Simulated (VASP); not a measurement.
GaS2, 3 atoms in the cell. Symmetry: P6/mmm, No. 191, hexagonal system. Conventional cell: a = 4.332 Å, b = 4.332 Å, c = 3.634 Å, α = 90.00°, β = 90.00°, γ = 120.00°. Within 4.1 Å of Ga (site symmetry 6/mmm) lie 12 S at 3.09 Å and 2 Ga at 3.63 Å. Within 3.3 Å of S (site symmetry -6m2) lie 3 S at 2.50 Å and 6 Ga at 3.09 Å. 

```yaml
Program: VASP 6.6.1
Task: relaxation of cell and atoms
Functional: PBE
Potentials_or_basis: VASP PAW PBE potentials, release 64 (Ga_d, S)
Cutoff: 600 eV
k_mesh: 12 × 12 × 12
Occupations: gaussian, width 0.1 eV
Spin: no spin polarisation
Dipole_correction: no
Further_INCAR_settings: ALGO = Normal; EDIFF = 1e-07; IBRION = 2; EDIFFG = -0.01; NSW = 100; ISIF = 3
```

Potentials or basis: VASP PAW PBE potentials, release 64 (Ga_d, S).

Run with:

```console
$ cat potpaw_PBE.64/Ga_d/POTCAR potpaw_PBE.64/S/POTCAR > POTCAR
$ mpirun -np 1 vasp_std > vasp.out
```

Hardware: 1 thread of Intel(R) Xeon(R) 6975P-C (Granite Rapids) (shared host).

Task: How long does it take, and how much memory?

Result: Wall time 2.6 min on 1 thread of Intel(R) Xeon(R) 6975P-C (Granite Rapids), with other jobs on the host, peak memory 0.3 GiB. Counts: scf iterations 47, k points 133, ion steps 6.
